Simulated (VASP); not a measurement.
# CaS (Fm-3m) in VASP: single point with PBEsol

Aim: the single point of CaS with PBEsol.

Everything below comes from runs of VASP 6.6.1. Logs are shortened: lines on timing, memory, paths and dates and some standing lists are left out, and cuts for length are marked.

### 1 The cell of the first run

Symmetry: Fm-3m, No. 225, cubic system. Conventional cell: a = 5.633 Å, b = 5.633 Å, c = 5.633 Å, α = 90.00°, β = 90.00°, γ = 90.00°. Within 3.7 Å of Ca (site symmetry m-3m) lie 6 S at 2.82 Å. Within 3.7 Å of S (site symmetry m-3m) lie 6 Ca at 2.82 Å.

### 2 Single point, PBEsol

INCAR

```
PREC = Accurate
ENCUT = 500
EDIFF = 1E-6
ISMEAR = 0
SIGMA = 0.02
LREAL = False
LASPH = True
NELM = 120
ALGO = Normal
ISIF = 2
LWAVE = False
LCHARG = False
GGA = PS
NBANDS = 15
GGA_COMPAT = False
```

KPOINTS

```
Automatic mesh
0
Gamma
  8 8 8
```

POSCAR

```
CaS
1.0
    0.0000000000      2.8165830523      2.8165830523
    2.8165830523      0.0000000000      2.8165830523
    2.8165830523      2.8165830523      0.0000000000
Ca S
1 1
Direct
    0.0000000000      0.0000000000      0.0000000000
    0.5000000000      0.5000000000      0.5000000000
```

Potentials or basis: VASP PAW PBE potentials, release 64 (Ca_sv, S).

On the command line:

```
> cat potpaw_PBE.64/Ca_sv/POTCAR potpaw_PBE.64/S/POTCAR > POTCAR
> mpirun -np 1 vasp_std > vasp.out
```

OUTCAR:

```text
PREC = Accurate
   ENCUT = 500
   EDIFF = 1E-6
   ISMEAR = 0
   LREAL = False
   LASPH = True
   NELM = 120
   ISIF = 2
   GGA = PS

 ion  position               nearest neighbor table
   1  0.000  0.000  0.000-   2 2.82   2 2.82   2 2.82   2 2.82   2 2.82   2 2.82
   2  0.500  0.500  0.500-   1 2.82   1 2.82   1 2.82   1 2.82   1 2.82   1 2.82

  LATTYP: Found a face centered cubic cell.
 ALAT       =     5.6331661046

  Lattice vectors:

 A1 = (   0.0000000000,   2.8165830523,   2.8165830523)
 A2 = (   2.8165830523,   0.0000000000,   2.8165830523)
 A3 = (   2.8165830523,   2.8165830523,   0.0000000000)

Analysis of symmetry for initial positions (statically):
=====================================================================
 Subroutine PRICEL returns:
 Original cell was already a primitive cell.

 Routine SETGRP: Setting up the symmetry group for a
 face centered cubic supercell.

 Subroutine GETGRP returns: Found 48 space group operations
 (whereof 48 operations were pure point group operations)
 out of a pool of 48 trial point group operations.

The static configuration has the point symmetry O_h .

Analysis of symmetry for dynamics (positions and initial velocities):
=====================================================================
 Subroutine PRICEL returns:
 Original cell was already a primitive cell.

 Routine SETGRP: Setting up the symmetry group for a
 face centered cubic supercell.

 Subroutine GETGRP returns: Found 48 space group operations
 (whereof 48 operations were pure point group operations)
 out of a pool of 48 trial point group operations.

The dynamic configuration has the point symmetry O_h .

 Subroutine INISYM returns: Found 48 space group operations
 (whereof 48 operations are pure point group operations),
 and found     1 'primitive' translations

----------------------------------------------------------------------------------------

                                     Primitive cell

  volume of cell :      44.6887

  direct lattice vectors                    reciprocal lattice vectors
     0.000000000  2.816583052  2.816583052    -0.177520063  0.177520063  0.177520063
     2.816583052  0.000000000  2.816583052     0.177520063 -0.177520063  0.177520063
     2.816583052  2.816583052  0.000000000     0.177520063  0.177520063 -0.177520063

  length of vectors
     3.983249952  3.983249952  3.983249952     0.307473768  0.307473768  0.307473768

  position of ions in fractional coordinates (direct lattice)
     0.000000000  0.000000000  0.000000000
     0.500000000  0.500000000  0.500000000

[... 82 lines left out ...]
   ISIF   =      2    stress and relaxation
   ISYM   =      2    0-nonsym 1-usesym 2-fastsym
   POTIM  = 0.5000    time-step for ionic-motion
   TEBEG  =    0.0;   TEEND  =   0.0 temperature during run
   PSTRESS=    0.0 pullay stress
   NELECT =      16.0000    total number of electrons
   NUPDOWN=      -1.0000    fix difference up-down
   EMIN   =  10.00;   EMAX   =-10.00  energy-range for DOS
   EFERMI =   0.00;   METHOD = LEGACY
   ISMEAR =     0;   SIGMA  =   0.02  broadening in eV -4-tet -1-fermi 0-gaus
   EFERMI_NEDOS =   21; number of points for ismear=-14 and -15
   IALGO  =     38    algorithm
   IMIX   =      4    mixing-type and parameters
     AMIX     =   0.40;   BMIX     =  1.00
     AMIX_MAG =   1.60;   BMIX_MAG =  1.00
  volume/ion in A,a.u.               =      22.34       150.79
  Fermi-wavevector in a.u.,A,eV,Ry     =   1.162471  2.196752 18.386093  1.351340
  Thomas-Fermi vector in A             =   2.299032
   LORBIT       =      0    0 simple, 1 ext, 2 COOP (PROOUT), +10 PAW based schemes
   GGA     = PS    functional components
   LHFCALC =     F    Hartree Fock is set to
   AEXX    =    0.0000 exact exchange contribution
   IVDW    =     0    specifies the selected vdW correction
   LEPSILON=     F    determine dielectric tensor
   LRPA    =     F    only Hartree local field effects (RPA)
 non-spin polarized calculation
 Gauss-broadening in eV      SIGMA  =   0.02
  energy-cutoff  :      500.00
  volume of cell :       44.69
 maximum number of plane-waves:      1158
 NGX is ok and might be reduce to    30
   NGX = 15   NGY = 15   NGZ = 15

 number of electron      16.0000000 magnetization

 Free energy of the ion-electron system (eV)
  ---------------------------------------------------
  ext. energy  EPLUGINS =         0.00000000
  ---------------------------------------------------
  free energy    TOTEN  =       -10.91596502 eV

  energy without entropy =      -10.91596502  energy(sigma->0) =      -10.91596502

 E-fermi :   3.0175     XC(G=0):  -9.6492

 val. band max:        2.8860086795   @ k =   0.0000   0.0000   0.0000
 cond. band min:       5.0385670068   @ k =   0.5000   0.5000   0.0000
 fundamental gap:      2.1525583274
 Fermi energy:         3.0175255425

 k-point     1 :       0.0000    0.0000    0.0000
  band No.  band energies     occupation
      1     -35.9987      2.00000
      2     -17.0650      2.00000
      3     -17.0650      2.00000
      4     -17.0650      2.00000
      5      -8.5555      2.00000
      6       2.8860      2.00000
      7       2.8860      2.00000
      8       2.8860      2.00000
      9       6.9615      0.00000
     10       6.9615      0.00000
     11       6.9615      0.00000
     12       7.0603      0.00000
     13       7.6198      0.00000
     14       7.6198      0.00000
[... 401 lines left out ...]
      2     -17.2294      2.00000
      3     -17.1242      2.00000
      4     -17.0961      2.00000
      5      -7.6970      2.00000
      6       0.0997      2.00000
      7       1.2908      2.00000
      8       1.6369      2.00000
      9       7.8210      0.00000
     10       8.1713      0.00000
     11       9.4109      0.00000
     12       9.7463      0.00000
     13      10.0318      0.00000
     14      10.9774      0.00000
     15      12.3759      0.00000

 [... further k-points ...]
[... 5 lines left out ...]
  --------------------------------------------------------------------------------------
  -------------------------------------------------------------------------------------
  Total        0.0530258      0.0530258      0.0530258      0.0000000     -0.0000000      0.0000000
  in kB        1.9010786      1.9010786      1.9010786      0.0000000     -0.0000000      0.0000000
  external PRESSURE =       1.9010786 kB  Pullay stress =       0.0000000 kB

 VOLUME and BASIS-vectors are now :
 -----------------------------------------------------------------------------
  energy-cutoff  :      500.00
  volume of cell :       44.69
      direct lattice vectors                 reciprocal lattice vectors
     0.000000000  2.816583052  2.816583052    -0.177520063  0.177520063  0.177520063
     2.816583052  0.000000000  2.816583052     0.177520063 -0.177520063  0.177520063
     2.816583052  2.816583052  0.000000000     0.177520063  0.177520063 -0.177520063

 POSITION                                       TOTAL-FORCE (eV/Angst)
 -----------------------------------------------------------------------------------
      0.00000      0.00000      0.00000        -0.000000      0.000000     -0.000000
      2.81658      2.81658      2.81658         0.000000     -0.000000      0.000000
 -----------------------------------------------------------------------------------
    total drift:                               -0.000000      0.000000      0.000000

  FREE ENERGIE OF THE ION-ELECTRON SYSTEM (eV)
  ---------------------------------------------------
  free  energy   TOTEN  =       -10.9159650193 eV

  energy  without entropy=      -10.9159650193  energy(sigma->0) =      -10.91596502
```

OSZICAR:

```text
N       E                     dE             d eps       ncg     rms          rms(c)
DAV:   1     0.106479564563E+03    0.10648E+03   -0.74489E+03   870   0.965E+02
DAV:   2    -0.662554690049E+01   -0.11311E+03   -0.10708E+03  1031   0.248E+02
DAV:   3    -0.109622249882E+02   -0.43367E+01   -0.43016E+01  1190   0.477E+01
DAV:   4    -0.111410127595E+02   -0.17879E+00   -0.17858E+00  1245   0.838E+00
DAV:   5    -0.111426769619E+02   -0.16642E-02   -0.16640E-02  1209   0.870E-01    0.489E+00
DAV:   6    -0.109298811511E+02    0.21280E+00   -0.30117E-01  1052   0.304E+00    0.314E+00
DAV:   7    -0.109147016789E+02    0.15179E-01   -0.85683E-02  1144   0.193E+00    0.148E+00
DAV:   8    -0.109160630042E+02   -0.13613E-02   -0.13119E-02  1038   0.980E-01    0.219E-01
DAV:   9    -0.109158382148E+02    0.22479E-03   -0.80041E-04  1087   0.272E-01    0.670E-02
DAV:  10    -0.109159552121E+02   -0.11700E-03   -0.15608E-04  1162   0.870E-02    0.160E-02
DAV:  11    -0.109159652742E+02   -0.10062E-04   -0.21959E-05  1045   0.460E-02    0.132E-02
DAV:  12    -0.109159650193E+02    0.25485E-06   -0.14940E-06   966   0.821E-03
   1 F= -.10915965E+02 E0= -.10915965E+02  d E =-.109806E-22
```

It took 32 s on 1 thread of Intel Xeon 8259CL, shared host; peak memory 0.17 GiB.

Results:

| Quantity | Value |
| --- | --- |
| Free energy | -10.9160 eV |
| Pressure | 0.2 GPa |
| Band gap on the k mesh | 2.15 eV (least direct gap 3.00 eV) |

Levels at points of the mesh, in eV from the valence-band top:
```csv
k point,band 4,band 5,band 6,band 7,band 8,band 9,band 10,band 11,band 12,band 13
"(0.00, 0.00, 0.00)",-19.95,-11.44,0.00,0.00,0.00,4.08,4.08,4.08,4.17,4.73
"(0.50, 0.00, 0.00)",-19.97,-10.54,-3.28,-1.25,-1.25,5.12,6.12,6.27,6.27,8.37
"(0.50, 0.50, 0.00)",-20.01,-10.77,-2.39,-0.84,-0.84,2.15,5.64,6.05,6.90,6.90
```

Caveat: the PAW data sets were made with another functional, which shifts forces and pressure a little. A k mesh can miss the band edges.
